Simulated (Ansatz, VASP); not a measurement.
# Two plane-wave programs on MgB

The input INCAR:

```
PREC = Accurate
ENCUT = 600
EDIFF = 1E-7
ISMEAR = 0
SIGMA = 0.1
LREAL = False
LASPH = True
NELM = 120
ALGO = Normal
ISIF = 3
LWAVE = False
LCHARG = False
GGA = PE
IBRION = 2
NSW = 100
EDIFFG = -0.01
GGA_COMPAT = False
NELMIN = 4
```

The input KPOINTS:

```
Automatic mesh
0
Gamma
  20 20 20
```

POSCAR

```
MgB
1.0
    2.8991104947      0.0000000000      0.0000000000
    0.0000000000      2.8991104947      0.0000000000
    0.0000000000      0.0000000000      2.8832307962
Mg B
1 1
Direct
    0.0000000000      0.0000000000      0.0000000000
    0.5000000000      0.5000000000      0.5000000000
```

Input for Ansatz:

```yaml
crystal:
  lattice:
    - [2.8991104947, 0.0, 0.0]
    - [0.0, 2.8991104947, 0.0]
    - [0.0, 0.0, 2.8832307962]
  atoms:
    - { symbol: Mg, position: [0.0, 0.0, 0.0] }
    - { symbol: B, position: [0.5, 0.5, 0.5] }
basis:
  ecutwfc: 420
kpoints:
  mp_grid: { grid: [20, 20, 20] }
hamiltonian:
  xc: pbe
scf:
  occupations: { method: gaussian, width: 0.1 }
output:
  forces: true
  stress: true
  eigenvalues: true
relax:
  adjacent_minimum: "off"
  f_tol: 0.01
  max_steps: 80
  cell: { stress_tol: 0.05 }
```

Change from the starting cell: species swapped into the CoPt type (P4/mmm, No. 123).

Alike in both runs: task relaxation of cell and atoms; functional PBE; k mesh 20 × 20 × 20; occupations gaussian, width 0.1 eV; no spin polarisation.

```csv
,VASP,Ansatz
version,VASP 6.6.1,Ansatz 0.2.0
potentials or method,"VASP PAW PBE potentials, release 64 (Mg, B), cutoff 600 eV","scalar-relativistic, plane waves, PAW"
valence electrons in the cell,5,13
```

```csv
,VASP,Ansatz,Ansatz less VASP
"gap on the k mesh at the Fermi level, each at its own relaxed structure (eV)",none,none,-
relaxed volume (Å³/atom),12.09,12.13,+0.041
relaxed cell length with the largest relative difference (Å),2.887,2.894,+0.0076
```

A gap of «none» marks a metal or a gap that the smearing closes. VASP's potentials hold 5 valence electrons a cell and Ansatz's 13, so a difference there can come from the potentials and not from the codes.
